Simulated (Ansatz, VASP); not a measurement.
AgO: VASP beside Ansatz

```xyz
2
Lattice="0.0000 2.4080 2.5284 2.4080 0.0000 2.5284 2.4080 2.4080 0.0000" Properties=species:S:1:pos:R:3 pbc="T T T"
Ag    0.0000    0.0000    0.0000
O     3.6120    3.6120    3.7926
```

Change from the starting cell: strain +0.000 along x and y, +0.050 along z, atoms carried along.

Alike in both runs: task single point; functional PBEsol; k mesh 18 × 18 × 18; occupations gaussian, width 0.15 eV; no spin polarisation.

|  | VASP | Ansatz |
| --- | --- | --- |
| version | VASP 6.6.1 | Ansatz 0.2.0 |
| potentials or method | VASP PAW PBE potentials, release 64 (Ag, O), cutoff 520 eV | scalar-relativistic, plane waves, PAW |
| valence electrons in the cell | 17 | 25 |

Ansatz gave:

- gap on the k mesh at the Fermi level (eV): none
- pressure (GPa): 3.8
- traceless stress, the component that is largest in VASP (GPa): 0.51

Problem. What did VASP give for the same quantities?

Solution. gap on the k mesh at the Fermi level (eV): none; pressure (GPa): 3.6; traceless stress, the component that is largest in VASP (GPa): 0.50.

VASP's potentials were made for PBE, not for PBEsol. A gap of «none» marks a metal or a gap that the smearing closes. With one functional, cell and mesh, what is left measures potentials, basis and numerics. VASP's potentials hold 17 valence electrons a cell and Ansatz's 25, so a difference there can come from the potentials and not from the codes.
